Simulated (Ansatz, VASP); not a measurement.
## Al3Au: VASP beside Ansatz

```xyz
4
Lattice="-1.9840 1.9840 3.9738 1.9840 -1.9840 3.9738 1.9840 1.9840 -3.9738" Properties=species:S:1:pos:R:3 pbc="T T T"
Au    0.0000    0.0000    0.0000
Al    0.0000    0.0000    3.9738
Al    1.9840    0.0000    1.9869
Al    0.0000    1.9840    1.9869
```

Change from the starting cell: volume scaled by 0.94.

Alike in both runs: task single point; functional LDA; k mesh 9 × 9 × 9; occupations fermi-dirac, width 0.05 eV; no spin polarisation.

|  | VASP | Ansatz |
| --- | --- | --- |
| version | VASP 6.6.1 | Ansatz 0.2.0 |
| potentials or method | VASP PAW LDA potentials, release 64 (Au, Al), cutoff 520 eV | all-electron LAPW, scalar-relativistic |

|  | VASP | Ansatz | Ansatz less VASP |
| --- | --- | --- | --- |
| gap on the k mesh at the Fermi level (eV) | none | none | - |
| pressure (GPa) | 1.3 | 1.1 | -0.19 |
| traceless stress, the component that is largest in VASP (GPa) | -0.42 | -0.41 | +0.009 |

LDA's correlation is that of Perdew and Zunger in VASP and of Perdew and Wang (1992) in Ansatz. A gap of «none» marks a metal or a gap that the smearing closes. Ansatz ran all-electron here, and VASP with PAW potentials.

Spin-orbit coupling is off throughout.
